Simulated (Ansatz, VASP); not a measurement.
# InP: VASP beside Ansatz

File INCAR:

```
SYSTEM = InP
  PREC = Accurate
  ENCUT = 520
  EDIFF = 1E-6
  ISMEAR = -1
  SIGMA = 0.05
  LREAL = .False.
  LASPH = .True.
  NELM = 100
  ALGO = Normal
  ISIF = 2
  LWAVE = .False.
  LCHARG = .False.
  GGA = CA
  NBANDS = 16
```

The input KPOINTS:

```
regular mesh
0
Gamma
  14 14 14
  0 0 0
```

POSCAR

```
InP
1.0
    0.0000000000      2.3339623506      2.3339623506
    2.3339623506      0.0000000000      2.3339623506
    2.3339623506      2.3339623506      0.0000000000
In P
1 1
Direct
    0.0000000000      0.0000000000      0.0000000000
    0.5000000000      0.5000000000      0.5000000000
```

Input for Ansatz:

```yaml
crystal:
  lattice:
    - [0.0, 2.3339623506, 2.3339623506]
    - [2.3339623506, 0.0, 2.3339623506]
    - [2.3339623506, 2.3339623506, 0.0]
  atoms:
    - { symbol: In, position: [0.0, 0.0, 0.0] }
    - { symbol: P, position: [0.5, 0.5, 0.5] }
kpoints:
  mp_grid: { grid: [14, 14, 14] }
scf:
  occupations: { method: fermi_dirac, width: 0.05 }
hamiltonian:
  xc: lda
  pseudopotentials: { kind: paw }
output:
  forces: true
  stress: true
  eigenvalues: true
  populations: true
```

Change from the starting cell: volume scaled by 0.64, PAW files.

Alike in both runs: task single point; functional LDA; k mesh 14 × 14 × 14; occupations fermi-dirac, width 0.05 eV; no spin polarisation.

|  | VASP | Ansatz |
| --- | --- | --- |
| version | VASP 6.6.1 | Ansatz 0.2.0 |
| potentials or method | VASP PAW LDA potentials, release 64 (In_d, P) | PAW with Ansatz's default frozen-core files, scalar-relativistic |
| plane-wave cutoff (eV) | 520 | 420 |
| valence electrons in the cell | 18 | 18 |

```tsv
	VASP	Ansatz	Ansatz less VASP
pressure (GPa)	111.9	111.6	-0.28
```

LDA's correlation is that of Perdew and Zunger in VASP and of Perdew and Wang (1992) in Ansatz. Both programs put the cell under a high pressure, so it lies far from rest at this level.

Noted on VASP's run: the cell as given lies far from equilibrium.
